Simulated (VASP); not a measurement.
# CoO in VASP: single point with PBE

Aim: the single point of CoO with PBE.

Everything below comes from runs of VASP 6.6.1. Logs are shortened: lines on timing, memory, paths and dates and some standing lists are left out, and cuts for length are marked.

## Step 1: The cell of the first run

The cell holds a slab with vacuum, 12 atoms: a = 3.016 Å, b = 3.016 Å, c = 25.536 Å, α = 90.00°, β = 90.00°, γ = 90.00°.

## Step 2: Single point, PBE, collinear spin, ferromagnetic start

The input, INCAR:

```
SYSTEM = CoO
  PREC = Accurate
  ENCUT = 520
  EDIFF = 1E-6
  ISMEAR = 0
  SIGMA = 0.1
  LREAL = .FALSE.
  LASPH = .TRUE.
  NELM = 150
  ALGO = Normal
  ISIF = 2
  LWAVE = .FALSE.
  LCHARG = .FALSE.
  ISPIN = 2
  MAGMOM = 2.73 2.73 2.73 2.73 2.73 2.73 0.35 0.35 0.35 0.35 0.35 0.35
  LORBIT = 11
  LMAXMIX = 4
  LDIPOL = .TRUE.
  IDIPOL = 3
  DIPOL = 0.5 0.5 0.500
  GGA = PE
  NBANDS = 61
```

The input, KPOINTS:

```
regular mesh
0
G
  11 11 1
  0 0 0
```

The input, POSCAR:

```
CoO
1.0
    3.0160003058      0.0000000000      0.0000000000
    0.0000000000      3.0160003058      0.0000000000
    0.0000000000      0.0000000000     25.5362497745
Co O
6 6
Direct
    0.5000000000      0.5000000000      0.2937001348
    0.0000000000      0.0000000000      0.3762200809
    0.5000000000      0.5000000000      0.4587400270
    0.0000000000      0.0000000000      0.5412599730
    0.5000000000      0.5000000000      0.6237799191
    0.0000000000      0.0000000000      0.7062998652
    0.0000000000      0.0000000000      0.2937001348
    0.5000000000      0.5000000000      0.3762200809
    0.0000000000      0.0000000000      0.4587400270
    0.5000000000      0.5000000000      0.5412599730
    0.0000000000      0.0000000000      0.6237799191
    0.5000000000      0.5000000000      0.7062998652
```

Potentials or basis: VASP PAW PBE potentials, release 64 (Co, O).

On the command line:

```sh
cat potpaw_PBE.64/Co/POTCAR potpaw_PBE.64/O/POTCAR > POTCAR
mpirun -np 1 vasp_std > vasp.out
```

OUTCAR:

```text
SYSTEM = CoO
   PREC = Accurate
   ENCUT = 520
   EDIFF = 1E-6
   ISMEAR = 0
   LREAL = .FALSE.
   LASPH = .TRUE.
   NELM = 150
   ISIF = 2
   ISPIN = 2
   LORBIT = 11
   GGA = PE

 ion  position               nearest neighbor table
   1  0.500  0.500  0.294-   8 2.11   7 2.13   7 2.13   7 2.13   7 2.13   2 3.00   2 3.00   2 3.00
                             2 3.00
   2  0.000  0.000  0.376-   7 2.11   9 2.11   8 2.13   8 2.13   8 2.13   8 2.13   3 3.00   3 3.00
                             1 3.00   3 3.00   1 3.00   1 3.00   3 3.00   1 3.00
   3  0.500  0.500  0.459-  10 2.11   8 2.11   9 2.13   9 2.13   9 2.13   9 2.13   4 3.00   4 3.00
                             4 3.00   4 3.00   2 3.00   2 3.00   2 3.00   2 3.00
   4  0.000  0.000  0.541-   9 2.11  11 2.11  10 2.13  10 2.13  10 2.13  10 2.13   3 3.00   3 3.00
                             3 3.00   3 3.00   5 3.00   5 3.00   5 3.00   5 3.00
   5  0.500  0.500  0.624-  10 2.11  12 2.11  11 2.13  11 2.13  11 2.13  11 2.13   6 3.00   6 3.00
                             4 3.00   6 3.00   4 3.00   4 3.00   6 3.00   4 3.00
   6  0.000  0.000  0.706-  11 2.11  12 2.13  12 2.13  12 2.13  12 2.13   5 3.00   5 3.00   5 3.00
                             5 3.00
   7  0.000  0.000  0.294-   2 2.11   1 2.13   1 2.13   1 2.13   1 2.13
   8  0.500  0.500  0.376-   1 2.11   3 2.11   2 2.13   2 2.13   2 2.13   2 2.13
   9  0.000  0.000  0.459-   4 2.11   2 2.11   3 2.13   3 2.13   3 2.13   3 2.13
  10  0.500  0.500  0.541-   3 2.11   5 2.11   4 2.13   4 2.13   4 2.13   4 2.13
  11  0.000  0.000  0.624-   4 2.11   6 2.11   5 2.13   5 2.13   5 2.13   5 2.13
  12  0.500  0.500  0.706-   5 2.11   6 2.13   6 2.13   6 2.13   6 2.13

  LATTYP: Found a simple tetragonal cell.
 ALAT       =     3.0160003058
 C/A-ratio  =     8.4669254593

  Lattice vectors:

 A1 = (   3.0160003058,   0.0000000000,   0.0000000000)
 A2 = (   0.0000000000,   3.0160003058,   0.0000000000)
 A3 = (   0.0000000000,   0.0000000000,  25.5362497745)

Analysis of symmetry for initial positions (statically):
=====================================================================
 Subroutine PRICEL returns:
 Original cell was already a primitive cell.

 Routine SETGRP: Setting up the symmetry group for a
 simple tetragonal supercell.

 Subroutine GETGRP returns: Found 16 space group operations
 (whereof  8 operations were pure point group operations)
 out of a pool of 16 trial point group operations.

The static configuration has the point symmetry C_4v.
 The point group associated with its full space group is D_4h.

Analysis of symmetry for dynamics (positions and initial velocities):
=====================================================================
 Subroutine PRICEL returns:
 Original cell was already a primitive cell.

 Routine SETGRP: Setting up the symmetry group for a
 simple tetragonal supercell.

 Subroutine GETGRP returns: Found 16 space group operations
 (whereof  8 operations were pure point group operations)
 out of a pool of 16 trial point group operations.

The dynamic configuration has the point symmetry C_4v.
 The point group associated with its full space group is D_4h.

Analysis of structural, dynamic, and magnetic symmetry:
=====================================================================
 Subroutine PRICEL returns:
 Original cell was already a primitive cell.

 Routine SETGRP: Setting up the symmetry group for a
 simple tetragonal supercell.

 Subroutine GETGRP returns: Found 16 space group operations
 (whereof  8 operations were pure point group operations)
 out of a pool of 16 trial point group operations.

The overall configuration has the point symmetry C_4v.
 The point group associated with its full space group is D_4h.

 Subroutine INISYM returns: Found 16 space group operations
 (whereof  8 operations are pure point group operations),
 and found     1 'primitive' translations

----------------------------------------------------------------------------------------

                                     Primitive cell

  volume of cell :     232.2843

  direct lattice vectors                    reciprocal lattice vectors
     3.016000306  0.000000000  0.000000000     0.331564953  0.000000000  0.000000000
     0.000000000  3.016000306  0.000000000     0.000000000  0.331564953  0.000000000
     0.000000000  0.000000000 25.536249774     0.000000000  0.000000000  0.039160018

  length of vectors
     3.016000306  3.016000306 25.536249774     0.331564953  0.331564953  0.039160018

  position of ions in fractional coordinates (direct lattice)
     0.500000000  0.500000000  0.293700135
     0.000000000  0.000000000  0.376220081
     0.500000000  0.500000000  0.458740027
     0.000000000  0.000000000  0.541259973
     0.500000000  0.500000000  0.623779919
     0.000000000  0.000000000  0.706299865
     0.000000000  0.000000000  0.293700135
[... 72 lines left out ...]
   total plane-waves  NPLWV = 110592
   dimension x,y,z NGX =    24 NGY =   24 NGZ =  192
   dimension x,y,z NGXF=    48 NGYF=   48 NGZF=  384
   ions per type =               6   6
   NGX,Y,Z   is equivalent  to a cutoff of  13.23, 13.23, 12.50 a.u.
   NGXF,Y,Z  is equivalent  to a cutoff of  26.46, 26.46, 25.00 a.u.
 SYSTEM =  CoO
   PREC   = accura    normal or accurate (medium, high low for compatibility)
   ISTART =      0    job   : 0-new  1-cont  2-samecut
   ICHARG =      2    charge: 1-file 2-atom 10-const
   ISPIN  =      2    spin polarized calculation?
   LNONCOLLINEAR =      F non collinear calculations
   LSORBIT =      F    spin-orbit coupling
   LASPH  =      T    aspherical Exc in radial PAW
   ENCUT  =  520.0 eV  38.22 Ry    6.18 a.u.   5.61  5.61 47.48*2*pi/ulx,y,z
   NELM   =    150;   NELMIN=  2; NELMDL= -5     # of ELM steps
   EDIFF  = 0.1E-05   stopping-criterion for ELM
   LREAL  =      F    real-space projection
   EDIFFG = 0.1E-04   stopping-criterion for IOM
   NSW    =      0    number of steps for IOM
   IBRION =     -1    ionic relax: 0-MD 1-quasi-New 2-CG
   NFREE  =      0    steps in history (QN), initial steepest desc. (CG)
   ISIF   =      2    stress and relaxation
   ISYM   =      2    0-nonsym 1-usesym 2-fastsym
   POTIM  = 0.5000    time-step for ionic-motion
   TEBEG  =    0.0;   TEEND  =   0.0 temperature during run
   PSTRESS=    0.0 pullay stress
   NELECT =      90.0000    total number of electrons
   NUPDOWN=      -1.0000    fix difference up-down
   EMIN   =  10.00;   EMAX   =-10.00  energy-range for DOS
   EFERMI =   0.00;   METHOD = LEGACY
   ISMEAR =     0;   SIGMA  =   0.10  broadening in eV -4-tet -1-fermi 0-gaus
   EFERMI_NEDOS =   21; number of points for ismear=-14 and -15
   IALGO  =     38    algorithm
   IMIX   =      4    mixing-type and parameters
     AMIX     =   0.40;   BMIX     =  1.00
     AMIX_MAG =   1.60;   BMIX_MAG =  1.00
  volume/ion in A,a.u.               =      19.36       130.63
  Fermi-wavevector in a.u.,A,eV,Ry     =   1.193482  2.255353 19.380114  1.424398
  Thomas-Fermi vector in A             =   2.329495
   LORBIT       =     11    0 simple, 1 ext, 2 COOP (PROOUT), +10 PAW based schemes
   GGA     = PE    functional components
   LHFCALC =     F    Hartree Fock is set to
   AEXX    =    0.0000 exact exchange contribution
   IVDW    =     0    specifies the selected vdW correction
   LEPSILON=     F    determine dielectric tensor
   LRPA    =     F    only Hartree local field effects (RPA)
 spin polarized calculation
 Gauss-broadening in eV      SIGMA  =   0.10
  energy-cutoff  :      520.00
  volume of cell :      232.28
 maximum number of plane-waves:      6289
 NGX is ok and might be reduce to    24
   NGX = 11   NGY = 11   NGZ = 95

 dipolmoment           0.000000      0.000000     -0.000000 electrons x Angstroem

 number of electron      89.9999985 magnetization      17.6871748

 dipolmoment           0.000000      0.000000      0.000000 electrons x Angstroem

 Free energy of the ion-electron system (eV)
  ---------------------------------------------------
  ext. energy  EPLUGINS =         0.00000000
  ---------------------------------------------------
  free energy    TOTEN  =       -77.61150990 eV

  energy without entropy =      -77.49200589  energy(sigma->0) =      -77.55175789

 E-fermi :   1.9529     XC(G=0):  -6.7533

 val. band max:        1.9465142746   @ k =   0.3636   0.2727   0.0000
 cond. band min:       1.9554382658   @ k =   0.1818   0.1818   0.0000
 fundamental gap:      0.0089239912
 Fermi energy:         1.9529330184

 spin component 1

 k-point     1 :       0.0000    0.0000    0.0000
  band No.  band energies     occupation
      1     -18.1822      1.00000
      2     -17.8852      1.00000
      3     -17.5220      1.00000
      4     -17.1949      1.00000
      5     -16.8587      1.00000
      6     -16.8429      1.00000
[... 1249 lines left out ...]
     56       7.1154      0.00000
     57       8.4247      0.00000
 Fermi energy:         1.9529330184

 spin component 2

 k-point     1 :       0.0000    0.0000    0.0000
  band No.  band energies     occupation
      1     -17.6418      1.00000
      2     -17.3376      1.00000
      3     -16.9694      1.00000
      4     -16.6246      1.00000
      5     -16.3141      1.00000
      6     -16.2789      1.00000
[... 1249 lines left out ...]
     56       8.0963      0.00000
     57       9.2811      0.00000
 [bands above 57 left out]

------------------------ aborting loop because EDIFF is reached ----------------------------------------

 vacuum level on the upper side and lower side of the slab       (xc-potential included)         0.018         0.018

  FORCE on cell =-STRESS in cart. coord.  units (eV):
  Direction    XX          YY          ZZ          XY          YZ          ZX
  --------------------------------------------------------------------------------------
  -------------------------------------------------------------------------------------
  Total       -5.3855479     -5.3855479     -0.1917372      0.0000000      0.0000000      0.0000000
  in kB      -37.1467303    -37.1467303     -1.3225042      0.0000000      0.0000000      0.0000000
  external PRESSURE =     -25.2053216 kB  Pullay stress =       0.0000000 kB

 VOLUME and BASIS-vectors are now :
 -----------------------------------------------------------------------------
  energy-cutoff  :      520.00
  volume of cell :      232.28
      direct lattice vectors                 reciprocal lattice vectors
     3.016000306  0.000000000  0.000000000     0.331564953  0.000000000  0.000000000
     0.000000000  3.016000306  0.000000000     0.000000000  0.331564953  0.000000000
     0.000000000  0.000000000 25.536249774     0.000000000  0.000000000  0.039160018

 POSITION                                       TOTAL-FORCE (eV/Angst)
 -----------------------------------------------------------------------------------
      1.50800      1.50800      7.50000         0.000000     -0.000000      0.296642
      0.00000      0.00000      9.60725         0.000000     -0.000000     -0.201100
      1.50800      1.50800     11.71450         0.000000      0.000000      0.003542
      0.00000      0.00000     13.82175         0.000000     -0.000000     -0.003542
      1.50800      1.50800     15.92900         0.000000      0.000000      0.201100
      0.00000      0.00000     18.03625         0.000000      0.000000     -0.296642
      0.00000      0.00000      7.50000         0.000000     -0.000000     -0.168169
      1.50800      1.50800      9.60725         0.000000      0.000000     -0.028872
      0.00000      0.00000     11.71450         0.000000      0.000000      0.063540
      1.50800      1.50800     13.82175         0.000000     -0.000000     -0.063540
      0.00000      0.00000     15.92900         0.000000     -0.000000      0.028872
      1.50800      1.50800     18.03625         0.000000      0.000000      0.168169
 -----------------------------------------------------------------------------------
    total drift:                                0.000000     -0.000000      0.000000

  FREE ENERGIE OF THE ION-ELECTRON SYSTEM (eV)
  ---------------------------------------------------
  free  energy   TOTEN  =       -77.6115098982 eV

  energy  without entropy=      -77.4920058884  energy(sigma->0) =      -77.55175789

 vacuum level on the upper side and lower side of the slab         5.877         5.877

 total charge

# of ion       s       p       d       tot
------------------------------------------
    1        0.281   0.309   7.129   7.719
    2        0.301   0.367   7.131   7.799
    3        0.297   0.363   7.143   7.802
    4        0.297   0.363   7.143   7.802
    5        0.301   0.367   7.131   7.799
    6        0.281   0.309   7.129   7.719
    7        1.556   3.382   0.000   4.938
    8        1.556   3.429   0.000   4.985
    9        1.556   3.430   0.000   4.986
   10        1.556   3.430   0.000   4.986
   11        1.556   3.429   0.000   4.985
   12        1.556   3.382   0.000   4.938
--------------------------------------------------
tot         11.093  22.560  42.804  76.456

 magnetization (x)

# of ion       s       p       d       tot
------------------------------------------
    1        0.028   0.023   2.462   2.513
    2        0.019   0.016   2.570   2.605
    3        0.021   0.018   2.558   2.598
    4        0.021   0.018   2.558   2.598
    5        0.019   0.016   2.570   2.605
    6        0.028   0.023   2.462   2.513
    7        0.022   0.252   0.000   0.274
    8        0.030   0.300   0.000   0.330
    9        0.029   0.292   0.000   0.321
   10        0.029   0.292   0.000   0.321
   11        0.030   0.300   0.000   0.330
   12        0.022   0.252   0.000   0.274
--------------------------------------------------
tot          0.297   1.801  15.181  17.280
```

It took 64 min on 1 thread of Oxide Virtual Turin-like, shared host; peak memory 0.61 GiB.

Results:

```yaml
Free_energy: -77.6115 eV
Largest_force: 0.297 eV/Å
Net_moment: 17.69 μB per cell
Site_moments: Co +2.51, +2.60 (each value once); O +0.27, +0.33, +0.32 (each value once) μB
Valence_electrons_inside_the_program's_atomic_spheres: Co 7.72, 7.80 (each value once); O 4.94, 4.99 (each value once)
```

Forces on the atoms (eV/Å):
```
Co   0.000  0.000  0.297
Co   0.000  0.000 -0.201
Co   0.000  0.000  0.004
Co   0.000  0.000 -0.004
Co   0.000  0.000  0.201
Co   0.000  0.000 -0.297
O    0.000  0.000 -0.168
O    0.000  0.000 -0.029
O    0.000  0.000  0.064
O    0.000  0.000 -0.064
O    0.000  0.000  0.029
O    0.000  0.000  0.168
```

Levels at points of the mesh, in eV from the Fermi level:
Spin up:
| k point | band 51 | band 52 | band 53 | band 54 | band 55 | band 56 | band 57 | band 58 |
| --- | --- | --- | --- | --- | --- | --- | --- | --- |
| (0.00, 0.00, 0.00) | -1.88 | -1.86 | -1.86 | -1.78 | 0.90 | 1.18 | 2.34 | 3.62 |
Spin down:
```csv
k point,band 34,band 35,band 36,band 37,band 38,band 39
"(0.00, 0.00, 0.00)",-0.57,-0.23,-0.23,0.03,0.03,0.08
```

Caveat: semilocal functionals often make such compounds metallic where correlation or magnetic order opens a gap, which also shifts bond lengths. With open d or f shells a metallic result of PBE can be an artefact of self-interaction; +U or a hybrid may open a gap.
